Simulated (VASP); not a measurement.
# Pt (Fd-3m) in VASP: further runs

Pt is run at these levels: PBE; tasks: single point, relaxation of cell and atoms.

All numbers are computed with VASP 6.6.1; they aren't measurements. Logs are shortened: lines on timing, memory, paths and dates and some standing lists are left out, and cuts for length are marked.

## Step 1: The cell of the first run

It takes space group Fd-3m (No. 227, cubic). Conventional cell: a = 4.644 Å, b = 4.644 Å, c = 4.644 Å, α = 90.00°, β = 90.00°, γ = 90.00°. Pt (site symmetry -43m) has 4 Pt at 2.01 Å within 2.7 Å.

## Step 2: Single point, PBE (volume scaled by 0.52)

File INCAR:

```
SYSTEM = Pt
PREC = Accurate
ENCUT = 500
EDIFF = 1E-6
ISMEAR = -1
SIGMA = 0.05
LREAL = .False.
LASPH = .True.
NELM = 120
ALGO = Normal
ISIF = 2
LWAVE = .False.
LCHARG = .False.
GGA = PE
NBANDS = 25
GGA_COMPAT = .False.
```

File KPOINTS:

```
Automatic mesh
0
Gamma
  14 14 14
  0 0 0
```

File POSCAR:

```
Pt
1.0
    0.0000000000      2.3221762087      2.3221762087
    2.3221762087      0.0000000000      2.3221762087
    2.3221762087      2.3221762087      0.0000000000
Pt
2
Direct
   -0.1250000000     -0.1250000000     -0.1250000000
    0.1250000000      0.1250000000      0.1250000000
```

Potentials or basis: VASP PAW PBE potentials, release 64 (Pt_sv_GW).

Run with:

```sh
$ cat potpaw_PBE.64/Pt_sv_GW/POTCAR > POTCAR
$ mpirun -np 1 vasp_std > vasp.out
```

OUTCAR:

```text
SYSTEM = Pt
   PREC = Accurate
   ENCUT = 500
   EDIFF = 1E-6
   ISMEAR = -1
   LREAL = .False.
   LASPH = .True.
   NELM = 120
   ISIF = 2
   GGA = PE

 ion  position               nearest neighbor table
   1  0.875  0.875  0.875-   2 2.01   2 2.01   2 2.01   2 2.01
   2  0.125  0.125  0.125-   1 2.01   1 2.01   1 2.01   1 2.01

  LATTYP: Found a face centered cubic cell.
 ALAT       =     4.6443524174

  Lattice vectors:

 A1 = (   0.0000000000,   2.3221762087,   2.3221762087)
 A2 = (   2.3221762087,   0.0000000000,   2.3221762087)
 A3 = (   2.3221762087,   2.3221762087,   0.0000000000)

Analysis of symmetry for initial positions (statically):
=====================================================================
 Subroutine PRICEL returns:
 Original cell was already a primitive cell.

 Routine SETGRP: Setting up the symmetry group for a
 face centered cubic supercell.

 Subroutine GETGRP returns: Found 48 space group operations
 (whereof 12 operations were pure point group operations)
 out of a pool of 48 trial point group operations.

The static configuration has the point symmetry D_3d.
 The point group associated with its full space group is O_h .

Analysis of symmetry for dynamics (positions and initial velocities):
=====================================================================
 Subroutine PRICEL returns:
 Original cell was already a primitive cell.

 Routine SETGRP: Setting up the symmetry group for a
 face centered cubic supercell.

 Subroutine GETGRP returns: Found 48 space group operations
 (whereof 12 operations were pure point group operations)
 out of a pool of 48 trial point group operations.

The dynamic configuration has the point symmetry D_3d.
 The point group associated with its full space group is O_h .

 Subroutine INISYM returns: Found 48 space group operations
 (whereof 12 operations are pure point group operations),
 and found     1 'primitive' translations

----------------------------------------------------------------------------------------

                                     Primitive cell

  volume of cell :      25.0447

  direct lattice vectors                    reciprocal lattice vectors
     0.000000000  2.322176209  2.322176209    -0.215315271  0.215315271  0.215315271
     2.322176209  0.000000000  2.322176209     0.215315271 -0.215315271  0.215315271
     2.322176209  2.322176209  0.000000000     0.215315271  0.215315271 -0.215315271

  length of vectors
     3.284053089  3.284053089  3.284053089     0.372936989  0.372936989  0.372936989

  position of ions in fractional coordinates (direct lattice)
     0.875000000  0.875000000  0.875000000
     0.125000000  0.125000000  0.125000000

  ion indices of the primitive-cell ions
   primitive index   ion index
                 1           1
                 2           2

----------------------------------------------------------------------------------------

 KPOINTS: Automatic mesh

Automatic generation of k-mesh.
 Grid dimensions read from file:
 generate k-points for:   14   14   14

 Generating k-lattice:

  Cartesian coordinates                     Fractional coordinates (reciprocal lattice)
    -0.015379662  0.015379662  0.015379662     0.071428571  0.000000000  0.000000000
     0.015379662 -0.015379662  0.015379662     0.000000000  0.071428571  0.000000000
     0.015379662  0.015379662 -0.015379662     0.000000000  0.000000000  0.071428571

  Length of vectors
     0.026638356  0.026638356  0.026638356

  Shift w.r.t. Gamma in fractional coordinates (k-lattice)
     0.000000000  0.000000000  0.000000000

 Subroutine IBZKPT returns following result:
 ===========================================

 Found    104 irreducible k-points:

 Following reciprocal coordinates:
            Coordinates               Weight
  0.000000  0.000000  0.000000      1.000000
  0.071429  0.000000  0.000000      8.000000
  0.142857  0.000000  0.000000      8.000000
  0.214286  0.000000  0.000000      8.000000
  0.285714  0.000000  0.000000      8.000000
  0.357143  0.000000  0.000000      8.000000
[... 16 lines left out ...]
  0.214286  0.142857  0.000000     24.000000
  0.285714  0.142857  0.000000     24.000000
 [... further k-points ...]
   k-points           NKPTS =    104   k-points in BZ     NKDIM =    104   number of bands    NBANDS=     25
   number of dos      NEDOS =    301   number of ions     NIONS =      2
   total plane-waves  NPLWV =  13824
   dimension x,y,z NGX =    24 NGY =   24 NGZ =   24
   dimension x,y,z NGXF=    48 NGYF=   48 NGZF=   48
   ions per type =               2
   NGX,Y,Z   is equivalent  to a cutoff of  12.15, 12.15, 12.15 a.u.
   NGXF,Y,Z  is equivalent  to a cutoff of  24.30, 24.30, 24.30 a.u.
 SYSTEM =  Pt
   PREC   = accura    normal or accurate (medium, high low for compatibility)
   ISTART =      0    job   : 0-new  1-cont  2-samecut
   ICHARG =      2    charge: 1-file 2-atom 10-const
   ISPIN  =      1    spin polarized calculation?
   LNONCOLLINEAR =      F non collinear calculations
   LSORBIT =      F    spin-orbit coupling
   LASPH  =      T    aspherical Exc in radial PAW
   ENCUT  =  500.0 eV  36.75 Ry    6.06 a.u.   5.99  5.99  5.99*2*pi/ulx,y,z
   NELM   =    120;   NELMIN=  2; NELMDL= -5     # of ELM steps
   EDIFF  = 0.1E-05   stopping-criterion for ELM
   LREAL  =      F    real-space projection
   EDIFFG = 0.1E-04   stopping-criterion for IOM
   NSW    =      0    number of steps for IOM
   IBRION =     -1    ionic relax: 0-MD 1-quasi-New 2-CG
   NFREE  =      0    steps in history (QN), initial steepest desc. (CG)
   ISIF   =      2    stress and relaxation
   ISYM   =      2    0-nonsym 1-usesym 2-fastsym
   POTIM  = 0.5000    time-step for ionic-motion
   TEBEG  =    0.0;   TEEND  =   0.0 temperature during run
   PSTRESS=    0.0 pullay stress
   NELECT =      36.0000    total number of electrons
   NUPDOWN=      -1.0000    fix difference up-down
   EMIN   =  10.00;   EMAX   =-10.00  energy-range for DOS
   EFERMI =   0.00;   METHOD = LEGACY
   ISMEAR =    -1;   SIGMA  =   0.05  broadening in eV -4-tet -1-fermi 0-gaus
   EFERMI_NEDOS =   21; number of points for ismear=-14 and -15
   IALGO  =     38    algorithm
   IMIX   =      4    mixing-type and parameters
     AMIX     =   0.40;   BMIX     =  1.00
     AMIX_MAG =   1.60;   BMIX_MAG =  1.00
  volume/ion in A,a.u.               =      12.52        84.50
  Fermi-wavevector in a.u.,A,eV,Ry     =   1.847582  3.491425 46.444316  3.413561
  Thomas-Fermi vector in A             =   2.898383
   LORBIT       =      0    0 simple, 1 ext, 2 COOP (PROOUT), +10 PAW based schemes
   GGA     = PE    functional components
   LHFCALC =     F    Hartree Fock is set to
   AEXX    =    0.0000 exact exchange contribution
   IVDW    =     0    specifies the selected vdW correction
   LEPSILON=     F    determine dielectric tensor
   LRPA    =     F    only Hartree local field effects (RPA)
 non-spin polarized calculation
  energy-cutoff  :      500.00
  volume of cell :       25.04
 maximum number of plane-waves:       648
   NGX = 11   NGY = 11   NGZ = 11

 number of electron      35.9999997 magnetization

 Free energy of the ion-electron system (eV)
  ---------------------------------------------------
  ext. energy  EPLUGINS =         0.00000000
  ---------------------------------------------------
  free energy    TOTEN  =         5.27416096 eV

  energy without entropy =        5.28488343  energy(sigma->0) =        5.27952220

 E-fermi :  16.0712     XC(G=0): -14.9270

 val. band max:       16.0651720905   @ k =  -0.2857   0.4286   0.1429
 cond. band min:      16.0718071179   @ k =   0.5000   0.2143   0.0000
 fundamental gap:      0.0066350274
 Fermi energy:        16.0712150268

 k-point     1 :       0.0000    0.0000    0.0000
  band No.  band energies     occupation
      1     -86.3791      2.00000
      2     -85.1372      2.00000
      3     -41.5807      2.00000
      4     -41.5807      2.00000
      5     -41.5807      2.00000
      6     -39.0909      2.00000
[... 17 lines left out ...]
     24      28.8918      0.00000
     25      35.7437      0.00000

 k-point     2 :       0.0714    0.0000    0.0000
  band No.  band energies     occupation
      1     -86.3689      2.00000
      2     -85.1492      2.00000
      3     -41.5960      2.00000
      4     -41.5960      2.00000
      5     -41.5784      2.00000
      6     -39.0938      2.00000
[... 17 lines left out ...]
     24      29.5829      0.00000
     25      33.4805      0.00000

 k-point     3 :       0.1429    0.0000    0.0000
  band No.  band energies     occupation
      1     -86.3363      2.00000
      2     -85.1841      2.00000
      3     -41.6381      2.00000
      4     -41.6381      2.00000
      5     -41.5720      2.00000
      6     -39.0966      2.00000
[... 17 lines left out ...]
     24      30.8769      0.00000
     25      32.1401      0.00000

 k-point     4 :       0.2143    0.0000    0.0000
  band No.  band energies     occupation
      1     -86.2848      2.00000
      2     -85.2383      2.00000
      3     -41.6958      2.00000
      4     -41.6958      2.00000
      5     -41.5647      2.00000
      6     -39.0975      2.00000
[... 17 lines left out ...]
     24      32.0678      0.00000
     25      32.1613      0.00000
[... 477 lines left out ...]
 k-point    22 :       0.1429    0.1429    0.0000
  band No.  band energies     occupation
      1     -86.3208      2.00000
      2     -85.2005      2.00000
      3     -41.7049      2.00000
      4     -41.7049      2.00000
      5     -41.4572      2.00000
      6     -39.2234      2.00000
[... 17 lines left out ...]
     24      31.3261      0.00000
     25      31.6328      0.00000

 k-point    23 :       0.2143    0.1429    0.0000
  band No.  band energies     occupation
      1     -86.2815      2.00000
      2     -85.2420      2.00000
      3     -41.7656      2.00000
      4     -41.7651      2.00000
      5     -41.4010      2.00000
      6     -39.2798      2.00000
[... 17 lines left out ...]
     24      30.7143      0.00000
     25      31.3994      0.00000

 k-point    24 :       0.2857    0.1429    0.0000
  band No.  band energies     occupation
      1     -86.2254      2.00000
      2     -85.3005      2.00000
      3     -41.8363      2.00000
      4     -41.8249      2.00000
      5     -41.3504      2.00000
      6     -39.3245      2.00000
[... 17 lines left out ...]
     24      29.6570      0.00000
     25      31.6956      0.00000

 [... further k-points ...]
[... 5 lines left out ...]
  --------------------------------------------------------------------------------------
  -------------------------------------------------------------------------------------
  Total       61.8876914     61.8876914     61.8876914     -0.0000000     -0.0000000     -0.0000000
  in kB     3959.1262905   3959.1262905   3959.1262905     -0.0000000     -0.0000000     -0.0000000
  external PRESSURE =    3959.1262905 kB  Pullay stress =       0.0000000 kB

 VOLUME and BASIS-vectors are now :
 -----------------------------------------------------------------------------
  energy-cutoff  :      500.00
  volume of cell :       25.04
      direct lattice vectors                 reciprocal lattice vectors
     0.000000000  2.322176209  2.322176209    -0.215315271  0.215315271  0.215315271
     2.322176209  0.000000000  2.322176209     0.215315271 -0.215315271  0.215315271
     2.322176209  2.322176209  0.000000000     0.215315271  0.215315271 -0.215315271

 POSITION                                       TOTAL-FORCE (eV/Angst)
 -----------------------------------------------------------------------------------
      4.06381      4.06381      4.06381        -0.000000     -0.000000     -0.000000
      0.58054      0.58054      0.58054         0.000000      0.000000      0.000000
 -----------------------------------------------------------------------------------
    total drift:                                0.000000      0.000000      0.000000

  FREE ENERGIE OF THE ION-ELECTRON SYSTEM (eV)
  ---------------------------------------------------
  free  energy   TOTEN  =         5.2741609634 eV

  energy  without entropy=        5.2848834343  energy(sigma->0) =        5.27952220
```

Wall time 44 s (1 thread of Intel Xeon Platinum 8375C at 2.90GHz (Ice Lake), shared host); peak memory 0.17 GiB.

Results:

- Free energy: 5.2742 eV
- Pressure: 395.9 GPa
- Band gap on the k mesh: zero (band 18 reaches 16.65 eV, above the bottom of band 19 at 15.25 eV)

Caveat: the cell differs from its parent crystal (volume scaled by 0.52); spin-orbit coupling is left out, which moves the levels of the heavy elements.

## Step 3: Single point, PBE (volume scaled by 0.6)

File INCAR:

```
PREC     = Accurate       # precision mode
ENCUT    = 500            # plane-wave cutoff, eV
EDIFF    = 1E-6           # SCF threshold, eV
ISMEAR   = -1             # smearing method
SIGMA    = 0.05           # smearing width, eV
LREAL    = False          # projectors in reciprocal space
LASPH    = True           # aspherical terms in the spheres
NELM     = 120            # most SCF steps
ALGO     = Normal         # electronic algorithm
ISIF     = 2              # what is computed and relaxed
LWAVE    = False          # write WAVECAR
LCHARG   = False          # write CHGCAR
GGA      = PE             # functional
NBANDS   = 17             # bands
GGA_COMPAT= False
```

File KPOINTS:

```
regular mesh
0
Gamma
  14 14 14
```

File POSCAR:

```
Pt
1.0
    0.0000000000      2.4356290215      2.4356290215
    2.4356290215      0.0000000000      2.4356290215
    2.4356290215      2.4356290215      0.0000000000
Pt
2
Direct
   -0.1250000000     -0.1250000000     -0.1250000000
    0.1250000000      0.1250000000      0.1250000000
```

Potentials or basis: VASP PAW PBE potentials, release 64 (Pt).

Run with:

```sh
$ cat potpaw_PBE.64/Pt/POTCAR > POTCAR
$ mpirun -np 1 vasp_std > vasp.out
```

It took 65 s on 1 thread of Intel Xeon 8259CL, shared host; peak memory 0.19 GiB.

Results (log left out):

```yaml
Free_energy: -2.4732 eV
Pressure: 206.6 GPa
Band_gap_on_the_k_mesh: zero (band 10 reaches 14.04 eV, above the bottom of band 11 at 12.86 eV)
```

Levels at points of the mesh, in eV from the Fermi level:
```csv
k point,band 8,band 9,band 10,band 11,band 12,band 13
"(0.00, 0.00, 0.00)",-3.88,-3.88,0.23,0.23,11.55,12.02
"(0.50, 0.00, 0.00)",-2.68,-2.68,-0.77,-0.77,1.02,9.33
"(0.50, 0.50, 0.00)",-5.39,-0.32,-0.32,1.69,1.69,3.64
```

Caveat: the cell differs from its parent crystal (volume scaled by 0.6); spin-orbit coupling is left out, which moves the levels of the heavy elements.

## Step 4: Relaxation of cell and atoms, PBE

This run uses another cell than the first one, of 19.58 Å³/atom, 1.563 times its volume.

File INCAR:

```
ALGO = Normal
EDIFF = 1E-7
EDIFFG = -0.005
ENCUT = 500
GGA = PE
GGA_COMPAT = False
IBRION = 2
ISIF = 3
ISMEAR = -1
LASPH = True
LCHARG = False
LREAL = False
LWAVE = False
NELM = 120
NELMIN = 4
NSW = 60
PREC = Accurate
SIGMA = 0.05
```

File KPOINTS:

```
k-points
0
Gamma
  14 14 14
```

File POSCAR:

```
Pt
1.0
    0.0000000000      2.6951100335      2.6951100335
    2.6951100335      0.0000000000      2.6951100335
    2.6951100335      2.6951100335      0.0000000000
Pt
2
Direct
   -0.1250000000     -0.1250000000     -0.1250000000
    0.1250000000      0.1250000000      0.1250000000
```

Run with:

```sh
$ cat potpaw_PBE.64/Pt/POTCAR > POTCAR
$ mpirun -np 1 vasp_std > vasp.out
```

It took 4.6 min on 1 thread of Intel Xeon 8259CL, shared host; peak memory 0.2 GiB.

It converged, with:

```
Free energy                            : -10.0768 eV
Relaxed volume                         : 24.01 Å³/atom
Relaxed cell                           : a = 4.080 Å, b = 4.080 Å, c = 4.080 Å, α = 60.00°, β = 60.00°, γ = 60.00°
Space group after relaxing (to 0.05 Å) : Fd-3m (No. 227)
Energy gained by relaxing              : 447.7 meV/atom
Ionic steps                            : 5
Pressure after relaxing                : 0.0 GPa
Band gap on the k mesh                 : zero (band 10 reaches 5.26 eV, above the bottom of band 11 at 4.65 eV)
```

Step by step:
```
step  energy change (eV)  largest force (eV/Å)  pressure (GPa)  volume (Å³)
   1              0.0000                0.0000           39.93        39.15
   2              1.0677                0.0000          -15.13        73.81
   3             -0.8791                0.0000           -3.29        49.55
   4             -0.8937                0.0000           -1.09        48.50
   5             -0.8954                0.0000            0.02        48.02
```

Final structure:
```yaml
crystal:
  lattice:
    - [0.00000, 2.88487, 2.88487]
    - [2.88487, 0.00000, 2.88487]
    - [2.88487, 2.88487, 0.00000]
  atoms:
    - { symbol: Pt, position: [0.87500, 0.87500, 0.87500] }
    - { symbol: Pt, position: [0.12500, 0.12500, 0.12500] }
```

Levels at points of the mesh, in eV from the Fermi level:
```tsv
k point	band 8	band 9	band 10	band 11	band 12	band 13
(0.00, 0.00, 0.00)	-1.84	-1.84	-0.10	-0.10	10.44	10.57
(0.50, 0.00, 0.00)	-1.36	-1.30	-0.41	-0.41	0.74	7.94
(0.50, 0.50, 0.00)	-2.45	-0.16	-0.16	1.28	1.28	3.90
```

Caveat: the volume moved by over 15 % at a fixed basis, so the end points are rough; spin-orbit coupling is left out, which moves the levels of the heavy elements.

## Step 5: Overview

```tsv
task	potentials or basis	cell	second run	gap on the mesh (eV)	pressure (GPa)
single point	VASP PAW PBE potentials, release 64 (Pt_sv_GW)	a = 3.284 Å, angles 60.0°, 2 atoms	valence_matched	none	395.9
single point	VASP PAW PBE potentials, release 64 (Pt)	a = 3.444 Å, angles 60.0°, 2 atoms	-	none	206.6
relaxation of cell and atoms	VASP PAW PBE potentials, release 64 (Pt)	relaxed from a = 3.811 Å, angles 60.0°, 2 atoms	-	none	0.0
```

Alike in all rows: level PBE; no spin polarisation; k mesh 14 × 14 × 14; cutoff (eV) 500; smearing fermi-dirac 0.05 eV.

Caveats: spin-orbit coupling is left out, which moves the levels of the heavy elements; the volume moved by over 15 % at a fixed basis, so the end points are rough (some runs).

Total energies depend on the potentials used, so only differences within one code and one set of settings carry meaning.
